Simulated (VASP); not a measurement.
Here is a VASP 6.6.1 calculation.

File POSCAR:

```
TiO2
1.0
   -1.8889722131      1.8889722131      4.7913989082
    1.8889722131     -1.8889722131      4.7913989082
    1.8889722131      1.8889722131     -4.7913989082
Ti O
2 4
Direct
    0.0000000000      0.0000000000      0.0000000000
    0.7500000000      0.2500000000      0.5000000000
    0.2073045411      0.2073045411      0.0000000000
    0.9573045411      0.4573045411      0.5000000000
    0.5426954589      0.0426954589      0.5000000000
    0.7926954589      0.7926954589      0.0000000000
```

INCAR.step1

```
SYSTEM = TiO2
  PREC = Accurate
  ENCUT = 520
  ISMEAR = 0
  SIGMA = 0.05
  LREAL = .False.
  LASPH = .True.
  NELM = 60
  NBANDS = 33
  GGA = PE
  ALGO = Normal
  EDIFF = 1E-4
  LWAVE = .True.
  LCHARG = .False.
```

The input INCAR.step2:

```
SYSTEM = TiO2
  PREC = Accurate
  ENCUT = 520
  EDIFF = 1E-6
  ISMEAR = 0
  SIGMA = 0.05
  LREAL = .False.
  LASPH = .True.
  NELM = 60
  ALGO = Normal
  ISIF = 2
  LWAVE = .False.
  LCHARG = .False.
  METAGGA = R2SCAN
  LMIXTAU = .True.
  NBANDS = 33
  ISTART = 1
```

The input KPOINTS:

```
Automatic mesh
0
Gamma
  8 8 8
  0 0 0
```

Potentials or basis: VASP PAW PBE potentials, release 64 (Ti_sv, O).

The run is started by

```console
$ cat potpaw_PBE.64/Ti_sv/POTCAR potpaw_PBE.64/O/POTCAR > POTCAR
$ cp INCAR.step1 INCAR
$ mpirun -np 1 vasp_std > vasp.out
$ cp INCAR.step2 INCAR
$ mpirun -np 1 vasp_std > vasp.out
```

(1) What does it give for the pressure?

(2) What does it give for the band gap on the k mesh?

(3) Predict the largest force.

Answers

(1) 1.2 GPa.

(2) 2.59 eV, indirect (least direct gap 2.90 eV).

(3) 0.024 eV/Å.

Caveat: the PAW data sets were made with another functional, which shifts forces and pressure a little.
